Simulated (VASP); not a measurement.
Input of a VASP 6.6.1 run:

Contents of INCAR:

```
PREC = Accurate
ENCUT = 520
EDIFF = 1E-6
ISMEAR = -1
SIGMA = 0.1
LREAL = F
LASPH = T
NELM = 100
ALGO = Normal
ISIF = 2
LWAVE = F
LCHARG = F
GGA = PS
NBANDS = 12
```

Contents of KPOINTS:

```
regular mesh
0
Gamma
  16 16 16
```

The input POSCAR:

```
Nb
1.0
   -1.4387161436      1.4387161436      1.4387161436
    1.4387161436     -1.4387161436      1.4387161436
    1.4387161436      1.4387161436     -1.4387161436
Nb
1
Direct
    0.0000000000      0.0000000000      0.0000000000
```

Potentials or basis: VASP PAW PBE potentials, release 64 (Nb_sv).

Command:

```console
$ cat potpaw_PBE.64/Nb_sv/POTCAR > POTCAR
$ mpirun -np 1 vasp_std > vasp.out
```

Problem. Predict the pressure.

Solution. 141.0 GPa.

Caveat: the PAW data sets were made with another functional, which shifts forces and pressure a little.
